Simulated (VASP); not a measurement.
Input of a VASP 6.6.1 run:

The input INCAR:

```
PREC = Accurate
ENCUT = 520
EDIFF = 1E-6
ISMEAR = 0
SIGMA = 0.05
LREAL = False
LASPH = True
NELM = 60
ALGO = Normal
ISIF = 2
LWAVE = False
LCHARG = False
GGA = PE
NBANDS = 26
```

The input KPOINTS:

```
Automatic mesh
0
Gamma
  12 12 4
```

Contents of POSCAR:

```
SiC
1.0
    2.8775000000      0.0000000000      0.0000000000
   -1.4387500000      2.4919880994      0.0000000000
    0.0000000000      0.0000000000      9.3188000000
Si C
4 4
Direct
    0.6666666667      0.3333333333      0.9378436843
    0.3333333333      0.6666666667      0.4378436843
    0.0000000000      0.0000000000      0.6878989045
    0.0000000000      0.0000000000      0.1878989045
    0.6666666667      0.3333333333      0.7498087506
    0.3333333333      0.6666666667      0.2498087506
    0.0000000000      0.0000000000      0.5004476606
    0.0000000000      0.0000000000      0.0004476606
```

Potentials or basis: VASP PAW PBE potentials, release 64 (Si, C).

Command:

```bash
$ cat potpaw_PBE.64/Si/POTCAR potpaw_PBE.64/C/POTCAR > POTCAR
$ mpirun -np 1 vasp_std > vasp.out
```

Predict the largest force.

0.367 eV/Å.

What does it give for the band gap on the k mesh?

2.25 eV, indirect (least direct gap 3.40 eV).

What does it give for the pressure?

75.3 GPa.

Stress tensor (GPa, compression positive):
```
72.22  0.00  0.00
 0.00 72.22  0.00
 0.00  0.00 81.37
```

A k mesh can miss the band edges. Expect the measured gap to be larger: semilocal functionals such as PBE lack the derivative discontinuity.
